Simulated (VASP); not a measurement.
# CoSn2 (I4/mcm) in VASP: further runs

Runs on CoSn2. Level: PBEsol. Tasks: single point.

Program: VASP 6.6.1. These are calculated values, not measurements. Logs are shortened: lines on timing, memory, paths and dates and some standing lists are left out, and cuts for length are marked.

**1. The cell of the first run**

The structure is tetragonal, space group I4/mcm (No. 140). Conventional cell: a = 6.365 Å, b = 6.365 Å, c = 5.457 Å, α = 90.00°, β = 90.00°, γ = 90.00°. Within 3.6 Å of Co (site symmetry 422) lie 2 Co at 2.73 Å and 8 Sn at 2.76 Å. Within 3.6 Å of Sn (site symmetry m2m) lie 4 Co at 2.76 Å and 11 Sn at 2.84 to 3.39 Å.

**2. Single point, PBEsol**

The input, INCAR:

```
SYSTEM = CoSn2
PREC = Accurate ; ENCUT = 520
EDIFF = 1E-6 ; ISMEAR = 0
SIGMA = 0.1 ; LREAL = .False.
LASPH = .True. ; NELM = 100
ALGO = Fast ; ISIF = 2
LWAVE = .False. ; LCHARG = .False.
GGA = PS ; NBANDS = 46
```

The input, KPOINTS:

```
regular mesh
0
Gamma
  12 12 12
  0 0 0
```

The input, POSCAR:

```
CoSn2
1.0
   -3.1825000000      3.1825000000      2.7285000000
    3.1825000000     -3.1825000000      2.7285000000
    3.1825000000      3.1825000000     -2.7285000000
Co Sn
2 4
Direct
    0.2500000000      0.2500000000      0.0000000000
    0.7500000000      0.7500000000      0.0000000000
    0.6580000000      0.1580000000      0.8160000000
    0.1580000000      0.3420000000      0.5000000000
    0.3420000000      0.8420000000      0.1840000000
    0.8420000000      0.6580000000      0.5000000000
```

Potentials or basis: VASP PAW PBE potentials, release 64 (Co, Sn_d).

On the command line:

```sh
$ cat potpaw_PBE.64/Co/POTCAR potpaw_PBE.64/Sn_d/POTCAR > POTCAR
$ mpirun -np 1 vasp_std > vasp.out
```

OUTCAR:

```text
SYSTEM = CoSn2
   PREC = Accurate
   ENCUT = 520
   EDIFF = 1E-6
   ISMEAR = 0
   LREAL = .False.
   LASPH = .True.
   NELM = 100
   ISIF = 2
   GGA = PS

 ion  position               nearest neighbor table
   1  0.250  0.250  0.000-   2 2.73   2 2.73   6 2.76   3 2.76   4 2.76   5 2.76   4 2.76   6 2.76
                             3 2.76   5 2.76
   2  0.750  0.750  0.000-   1 2.73   1 2.73   5 2.76   3 2.76   5 2.76   6 2.76   6 2.76   3 2.76
                             4 2.76   4 2.76
   3  0.658  0.158  0.816-   1 2.76   2 2.76   1 2.76   2 2.76   5 2.84   5 3.19   5 3.19   6 3.39
                             4 3.39   4 3.39   6 3.39   6 3.39   4 3.39   4 3.39   6 3.39
   4  0.158  0.342  0.500-   2 2.76   1 2.76   1 2.76   2 2.76   6 2.84   6 3.19   6 3.19   5 3.39
                             3 3.39   3 3.39   5 3.39   5 3.39   5 3.39   3 3.39   3 3.39
   5  0.342  0.842  0.184-   1 2.76   2 2.76   1 2.76   2 2.76   3 2.84   3 3.19   3 3.19   6 3.39
                             4 3.39   6 3.39   4 3.39   4 3.39   6 3.39   6 3.39   4 3.39
   6  0.842  0.658  0.500-   1 2.76   2 2.76   2 2.76   1 2.76   4 2.84   4 3.19   4 3.19   5 3.39
                             3 3.39   3 3.39   5 3.39   5 3.39   5 3.39   3 3.39   3 3.39

  LATTYP: Found a body centered tetragonal cell.
 ALAT       =     6.3650000000
 C/A-ratio  =     0.8573448547

  Lattice vectors:

 A1 = (  -3.1825000000,   3.1825000000,   2.7285000000)
 A2 = (   3.1825000000,  -3.1825000000,   2.7285000000)
 A3 = (   3.1825000000,   3.1825000000,  -2.7285000000)

Analysis of symmetry for initial positions (statically):
=====================================================================
 Subroutine PRICEL returns:
 Original cell was already a primitive cell.

 Routine SETGRP: Setting up the symmetry group for a
 body centered tetragonal supercell.

 Subroutine GETGRP returns: Found 16 space group operations
 (whereof  8 operations were pure point group operations)
 out of a pool of 16 trial point group operations.

The static configuration has the point symmetry C_4h.
 The point group associated with its full space group is D_4h.

Analysis of symmetry for dynamics (positions and initial velocities):
=====================================================================
 Subroutine PRICEL returns:
 Original cell was already a primitive cell.

 Routine SETGRP: Setting up the symmetry group for a
 body centered tetragonal supercell.

 Subroutine GETGRP returns: Found 16 space group operations
 (whereof  8 operations were pure point group operations)
 out of a pool of 16 trial point group operations.

The dynamic configuration has the point symmetry C_4h.
 The point group associated with its full space group is D_4h.

 Subroutine INISYM returns: Found 16 space group operations
 (whereof  8 operations are pure point group operations),
 and found     1 'primitive' translations

----------------------------------------------------------------------------------------

                                     Primitive cell

  volume of cell :     110.5403

  direct lattice vectors                    reciprocal lattice vectors
    -3.182500000  3.182500000  2.728500000     0.000000000  0.157109191  0.183250870
     3.182500000 -3.182500000  2.728500000     0.157109191  0.000000000  0.183250870
     3.182500000  3.182500000 -2.728500000     0.157109191  0.157109191  0.000000000

  length of vectors
     5.263204798  5.263204798  5.263204798     0.241379741  0.241379741  0.222185949

  position of ions in fractional coordinates (direct lattice)
     0.250000000  0.250000000  0.000000000
     0.750000000  0.750000000  0.000000000
     0.658000000  0.158000000  0.816000000
     0.158000000  0.342000000  0.500000000
     0.342000000  0.842000000  0.184000000
     0.842000000  0.658000000  0.500000000

  ion indices of the primitive-cell ions
   primitive index   ion index
                 1           1
                 2           2
                 3           3
                 4           4
                 5           5
                 6           6

----------------------------------------------------------------------------------------

 KPOINTS: regular mesh

Automatic generation of k-mesh.
 Grid dimensions read from file:
 generate k-points for:   12   12   12

 Generating k-lattice:

  Cartesian coordinates                     Fractional coordinates (reciprocal lattice)
     0.000000000  0.013092433  0.015270906     0.083333333  0.000000000 -0.000000000
     0.013092433  0.000000000  0.015270906     0.000000000  0.083333333 -0.000000000
     0.013092433  0.013092433  0.000000000     0.000000000  0.000000000  0.083333333

  Length of vectors
     0.020114978  0.020114978  0.018515496

  Shift w.r.t. Gamma in fractional coordinates (k-lattice)
     0.000000000  0.000000000  0.000000000

 Subroutine IBZKPT returns following result:
 ===========================================

 Found    163 irreducible k-points:

 Following reciprocal coordinates:
            Coordinates               Weight
  0.000000  0.000000  0.000000      1.000000
  0.083333 -0.000000  0.000000      8.000000
  0.166667  0.000000  0.000000      8.000000
  0.250000  0.000000  0.000000      8.000000
  0.333333 -0.000000  0.000000      8.000000
  0.416667  0.000000  0.000000      8.000000
[... 16 lines left out ...]
  0.500000  0.166667  0.000000     16.000000
 -0.416667  0.166667 -0.000000     16.000000
 [... further k-points ...]
   k-points           NKPTS =    163   k-points in BZ     NKDIM =    163   number of bands    NBANDS=     46
   number of dos      NEDOS =    301   number of ions     NIONS =      6
   total plane-waves  NPLWV =  64000
   dimension x,y,z NGX =    40 NGY =   40 NGZ =   40
   dimension x,y,z NGXF=    80 NGYF=   80 NGZF=   80
   ions per type =               2   4
   NGX,Y,Z   is equivalent  to a cutoff of  12.63, 12.63, 12.63 a.u.
   NGXF,Y,Z  is equivalent  to a cutoff of  25.27, 25.27, 25.27 a.u.
 SYSTEM =  CoSn2
   PREC   = accura    normal or accurate (medium, high low for compatibility)
   ISTART =      0    job   : 0-new  1-cont  2-samecut
   ICHARG =      2    charge: 1-file 2-atom 10-const
   ISPIN  =      1    spin polarized calculation?
   LNONCOLLINEAR =      F non collinear calculations
   LSORBIT =      F    spin-orbit coupling
   LASPH  =      T    aspherical Exc in radial PAW
   ENCUT  =  520.0 eV  38.22 Ry    6.18 a.u.   9.79  9.79  9.79*2*pi/ulx,y,z
   NELM   =    100;   NELMIN=  2; NELMDL= -5     # of ELM steps
   EDIFF  = 0.1E-05   stopping-criterion for ELM
   LREAL  =      F    real-space projection
   EDIFFG = 0.1E-04   stopping-criterion for IOM
   NSW    =      0    number of steps for IOM
   IBRION =     -1    ionic relax: 0-MD 1-quasi-New 2-CG
   NFREE  =      0    steps in history (QN), initial steepest desc. (CG)
   ISIF   =      2    stress and relaxation
   ISYM   =      2    0-nonsym 1-usesym 2-fastsym
   POTIM  = 0.5000    time-step for ionic-motion
   TEBEG  =    0.0;   TEEND  =   0.0 temperature during run
   PSTRESS=    0.0 pullay stress
   NELECT =      74.0000    total number of electrons
   NUPDOWN=      -1.0000    fix difference up-down
   EMIN   =  10.00;   EMAX   =-10.00  energy-range for DOS
   EFERMI =   0.00;   METHOD = LEGACY
   ISMEAR =     0;   SIGMA  =   0.10  broadening in eV -4-tet -1-fermi 0-gaus
   EFERMI_NEDOS =   21; number of points for ismear=-14 and -15
   IALGO  =     68    algorithm
   IMIX   =      4    mixing-type and parameters
     AMIX     =   0.40;   BMIX     =  1.00
     AMIX_MAG =   1.60;   BMIX_MAG =  1.00
  volume/ion in A,a.u.               =      18.42       124.33
  Fermi-wavevector in a.u.,A,eV,Ry     =   1.432117  2.706309 27.904990  2.050959
  Thomas-Fermi vector in A             =   2.551779
   LORBIT       =      0    0 simple, 1 ext, 2 COOP (PROOUT), +10 PAW based schemes
   GGA     = PS    functional components
   LHFCALC =     F    Hartree Fock is set to
   AEXX    =    0.0000 exact exchange contribution
   IVDW    =     0    specifies the selected vdW correction
   LEPSILON=     F    determine dielectric tensor
   LRPA    =     F    only Hartree local field effects (RPA)
 non-spin polarized calculation
 RMM-DIIS sequential band-by-band and
 Gauss-broadening in eV      SIGMA  =   0.10
  energy-cutoff  :      520.00
  volume of cell :      110.54
 maximum number of plane-waves:      3023
   NGX = 19   NGY = 19   NGZ = 19

 number of electron      74.0000012 magnetization

 Free energy of the ion-electron system (eV)
  ---------------------------------------------------
  ext. energy  EPLUGINS =         0.00000000
  ---------------------------------------------------
  free energy    TOTEN  =       -33.11333148 eV

  energy without entropy =      -33.09608255  energy(sigma->0) =      -33.10470702

 E-fermi :  10.2917     XC(G=0): -11.9100

 val. band max:       10.2886530113   @ k =  -0.4167   0.5000   0.3333
 cond. band min:      10.2934126316   @ k =  -0.4167   0.4167   0.3333
 fundamental gap:      0.0047596203
 Fermi energy:        10.2917040310

 k-point     1 :       0.0000    0.0000    0.0000
  band No.  band energies     occupation
      1     -11.2047      2.00000
      2     -11.1743      2.00000
      3     -11.1377      2.00000
      4     -11.1113      2.00000
      5     -11.1113      2.00000
      6     -11.1102      2.00000
[... 38 lines left out ...]
     45      15.4712      0.00000
     46      15.4727      0.00000

 k-point     2 :       0.0833   -0.0000    0.0000
  band No.  band energies     occupation
      1     -11.2071      2.00000
      2     -11.1804      2.00000
      3     -11.1458      2.00000
      4     -11.1122      2.00000
      5     -11.1089      2.00000
      6     -11.1053      2.00000
[... 38 lines left out ...]
     45      15.5285      0.00000
     46      15.6734      0.00000

 k-point     3 :       0.1667    0.0000    0.0000
  band No.  band energies     occupation
      1     -11.2135      2.00000
      2     -11.1941      2.00000
      3     -11.1628      2.00000
      4     -11.1111      2.00000
      5     -11.1006      2.00000
      6     -11.0911      2.00000
[... 1018 lines left out ...]
     45      15.0337      0.00000
     46      15.4776      0.00000

 k-point    24 :      -0.4167    0.1667   -0.0000
  band No.  band energies     occupation
      1     -11.2360      2.00000
      2     -11.2143      2.00000
      3     -11.1834      2.00000
      4     -11.1094      2.00000
      5     -11.0863      2.00000
      6     -11.0746      2.00000
[... 38 lines left out ...]
     45      15.0404      0.00000
     46      16.0716      0.00000

 [... further k-points ...]

------------------------ aborting loop because EDIFF is reached ----------------------------------------

  FORCE on cell =-STRESS in cart. coord.  units (eV):
  Direction    XX          YY          ZZ          XY          YZ          ZX
  --------------------------------------------------------------------------------------
  -------------------------------------------------------------------------------------
  Total       -2.7474036     -2.7474036     -3.0177498      0.0000000      0.0000000      0.0000000
  in kB      -39.8210104    -39.8210104    -43.7394219      0.0000000      0.0000000      0.0000000
  external PRESSURE =     -41.1271475 kB  Pullay stress =       0.0000000 kB

 VOLUME and BASIS-vectors are now :
 -----------------------------------------------------------------------------
  energy-cutoff  :      520.00
  volume of cell :      110.54
      direct lattice vectors                 reciprocal lattice vectors
    -3.182500000  3.182500000  2.728500000     0.000000000  0.157109191  0.183250870
     3.182500000 -3.182500000  2.728500000     0.157109191  0.000000000  0.183250870
     3.182500000  3.182500000 -2.728500000     0.157109191  0.157109191  0.000000000

 POSITION                                       TOTAL-FORCE (eV/Angst)
 -----------------------------------------------------------------------------------
      0.00000      0.00000      1.36425        -0.000000     -0.000000      0.000000
      0.00000      0.00000      4.09275        -0.000000     -0.000000      0.000000
      1.00567      4.18817      0.00000         0.609760      0.609760     -0.000000
      2.17683      1.00567      0.00000        -0.609760      0.609760      0.000000
      2.17683     -1.00567      2.72850        -0.609760     -0.609760      0.000000
      1.00567      2.17683      2.72850         0.609760     -0.609760      0.000000
 -----------------------------------------------------------------------------------
    total drift:                                0.000000      0.000000     -0.000000

  FREE ENERGIE OF THE ION-ELECTRON SYSTEM (eV)
  ---------------------------------------------------
  free  energy   TOTEN  =       -33.1133314778 eV

  energy  without entropy=      -33.0960825536  energy(sigma->0) =      -33.10470702
```

Run time: 8.5 min. Hardware: 1 thread of Intel Xeon 6975P-C (Granite Rapids), shared host; peak memory 0.71 GiB.

What came out:

- Free energy: -33.1133 eV
- Pressure: -4.1 GPa
- Largest force: 0.862 eV/Å
- Band gap on the k mesh: zero (bands 37 and 38 overlap by 1.40 eV)

Forces on the atoms (eV/Å):
```
Co   0.000  0.000  0.000
Co   0.000  0.000  0.000
Sn   0.610  0.610  0.000
Sn  -0.610  0.610  0.000
Sn  -0.610 -0.610  0.000
Sn   0.610 -0.610  0.000
```

Stress tensor (GPa, compression positive):
```
-3.98  0.00  0.00
 0.00 -3.98  0.00
 0.00  0.00 -4.37
```

Caveat: the cell stands under tension; the PAW data sets were made with another functional, which shifts forces and pressure a little; spin-orbit coupling is left out, which moves the levels of the heavy elements; the run has no spin polarisation, though such a crystal can be magnetic. Spin polarisation is off, so any magnetic state and its effect on volume and gap are missing.

**3. Single point, PBEsol**

The input, INCAR:

```
ALGO = Normal
EDIFF = 1E-6
ENCUT = 690
GGA = PS
GGA_COMPAT = F
ISIF = 2
ISMEAR = 0
LASPH = T
LCHARG = F
LREAL = F
LWAVE = F
NBANDS = 54
NELM = 120
PREC = Accurate
SIGMA = 0.1
```

The input, KPOINTS:

```
k-points
0
Gamma
  1 1 1
```

POSCAR is that of step 2.

Potentials or basis: VASP PAW PBE potentials, release 64 (Co_sv, Sn_d).

On the command line:

```sh
$ cat potpaw_PBE.64/Co_sv/POTCAR potpaw_PBE.64/Sn_d/POTCAR > POTCAR
$ mpirun -np 1 vasp_gam > vasp.out
```

Run time: 18 s. Hardware: 1 thread of Intel Xeon 6975P-C (Granite Rapids), shared host; peak memory 0.31 GiB.

Results (log left out):

| Quantity | Value |
| --- | --- |
| Free energy | -27.0033 eV |
| Pressure | 2.7 GPa |
| Largest force | 0.852 eV/Å |
| Band gap on the k mesh | zero (filled and empty bands touch) |

Forces in eV/Å, atoms in the order of the input:
```
Co   0.000  0.000  0.000
Co   0.000  0.000  0.000
Sn   0.603  0.603  0.000
Sn  -0.603  0.603  0.000
Sn  -0.603 -0.603  0.000
Sn   0.603 -0.603  0.000
```

Stress tensor (GPa, compression positive):
```
-2.92  0.00  0.00
 0.00 -2.92  0.00
 0.00  0.00 13.83
```

Levels at points of the mesh, in eV from the Fermi level:
| k point | band 43 | band 44 | band 45 | band 46 | band 47 | band 48 | band 49 | band 50 |
| --- | --- | --- | --- | --- | --- | --- | --- | --- |
| (0.00, 0.00, 0.00) | -0.10 | -0.04 | -0.04 | -0.03 | 1.05 | 1.46 | 1.46 | 1.74 |

Caveat: the k points lie up to 1.52 Å⁻¹ apart, too coarse for converged energies, forces and pressures; the PAW data sets were made with another functional, which shifts forces and pressure a little; spin-orbit coupling is left out, which moves the levels of the heavy elements; the run has no spin polarisation, though such a crystal can be magnetic. Spin polarisation is off, so any magnetic state and its effect on volume and gap are missing.

The gap in the log of VASP goes by the Fermi energy; the results here count the filled bands.